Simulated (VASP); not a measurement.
Here is a VASP 6.6.1 calculation.

INCAR

```
SYSTEM = Al2C
PREC = Accurate ; ENCUT = 600
EDIFF = 1E-7 ; ISMEAR = 0
SIGMA = 0.1 ; LREAL = .FALSE.
LASPH = .TRUE. ; NELM = 100
ALGO = Normal ; ISIF = 3
LWAVE = .FALSE. ; LCHARG = .FALSE.
GGA = PE ; IBRION = 2
NSW = 90 ; EDIFFG = -0.04
```

Contents of KPOINTS:

```
Automatic mesh
0
G
  6 6 6
  0 0 0
```

The input POSCAR:

```
Al2C
1.0
    3.3543762965      0.0000000000      0.0000000000
   -1.6771881482      2.9049750866      0.0000000000
    0.0000000000      0.0000000000      3.6218348716
Al C
2 1
Direct
    0.3333333333      0.6666666667      0.5000000000
    0.6666666667      0.3333333333      0.5000000000
    0.0000000000      0.0000000000      0.0000000000
```

Potentials or basis: VASP PAW PBE potentials, release 64 (Al, C).

Command:

```sh
$ cat potpaw_PBE.64/Al/POTCAR potpaw_PBE.64/C/POTCAR > POTCAR
$ mpirun -np 1 vasp_std > vasp.out
```

**Question.** Predict the relaxed volume.

**Answer.** 14.84 Å³/atom.

**Question.** What does it give for the relaxed cell?

**Answer.** a = 4.233 Å, b = 4.233 Å, c = 2.870 Å, α = 90.00°, β = 90.00°, γ = 120.00°.

**Question.** Estimate the band gap on the k mesh.

**Answer.** Zero (band 5 reaches 8.19 eV, above the bottom of band 6 at 3.36 eV).

Stress tensor (GPa, compression positive):
```
 0.03  0.00  0.00
 0.00  0.03  0.00
 0.00  0.00 -0.15
```

Caveat: the k points lie up to 0.36 Å⁻¹ apart in the final cell; the volume moved by over 15 % at a fixed basis, so the end points are rough.
